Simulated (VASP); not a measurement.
Set up this calculation in VASP 6.6.1, as the native input.

| Item | Value |
| --- | --- |
| Task | single point |
| Functional | PBE |
| Potentials or basis | VASP PAW PBE potentials, release 64 (O, Co, Pt) |
| Cutoff | 520 eV |
| k mesh | 12 × 12 × 1 |
| Occupations | gaussian, width 0.1 eV |
| Spin | no spin polarisation |
| Dipole correction | yes |
| Further INCAR settings | ALGO = Normal; EDIFF = 1e-06; NBANDS = 41 |

The structure of CoPtO2 lies in POSCAR:

```
CoPtO2
1.0
    2.8547899553      0.0000000000      0.0000000000
   -1.4273949777      2.4723206238      0.0000000000
    0.0000000000      0.0000000000     24.9130363141
O Co Pt
4 2 2
Direct
    0.0000000000      0.0000000000      0.3010472070
    0.6666666667      0.3333333333      0.3790312227
    0.6666666667      0.3333333333      0.5403229258
    0.3333333333      0.6666666667      0.6183069415
    0.3333333333      0.6666666667      0.3400392149
    0.0000000000      0.0000000000      0.5793149336
    0.6666666667      0.3333333333      0.4596770742
    0.3333333333      0.6666666667      0.6989527930
```

These files were run (other wordings do the same):

INCAR

```
PREC     = Accurate       # precision mode
ENCUT    = 520            # plane-wave cutoff, eV
EDIFF    = 1E-6           # SCF threshold, eV
ISMEAR   = 0              # smearing method
SIGMA    = 0.1            # smearing width, eV
LREAL    = F              # projectors in reciprocal space
LASPH    = T              # aspherical terms in the spheres
NELM     = 60             # most SCF steps
ALGO     = Normal         # electronic algorithm
ISIF     = 2              # what is computed and relaxed
LWAVE    = F              # write WAVECAR
LCHARG   = T              # write CHGCAR
LDIPOL   = T            
IDIPOL   = 3            
DIPOL    = 0.5 0.5 0.490
GGA      = PE             # functional
LELF     = T              # ELF
LVHAR    = T            
LVACPOTAV= T            
NBANDS   = 41             # bands
```

KPOINTS

```
Automatic mesh
0
Gamma
  12 12 1
```

Potentials or basis: VASP PAW PBE potentials, release 64 (O, Co, Pt).

Run with:

```sh
$ cat potpaw_PBE.64/O/POTCAR potpaw_PBE.64/Co/POTCAR potpaw_PBE.64/Pt/POTCAR > POTCAR
$ mpirun -np 1 vasp_std > vasp.out
```

It gave:

The largest force is 1.558 eV/Å and the band gap on the k mesh is zero (bands 31 and 32 overlap by 0.71 eV).

Caveat: spin-orbit coupling is left out, which moves the levels of the heavy elements; the run has no spin polarisation, though such a crystal can be magnetic; semilocal functionals often make such compounds metallic where correlation or magnetic order opens a gap, which also shifts bond lengths.

Run time: 7.1 min on 1 thread of AMD EPYC 7R13, with other jobs on the host, peak memory 0.37 GiB.
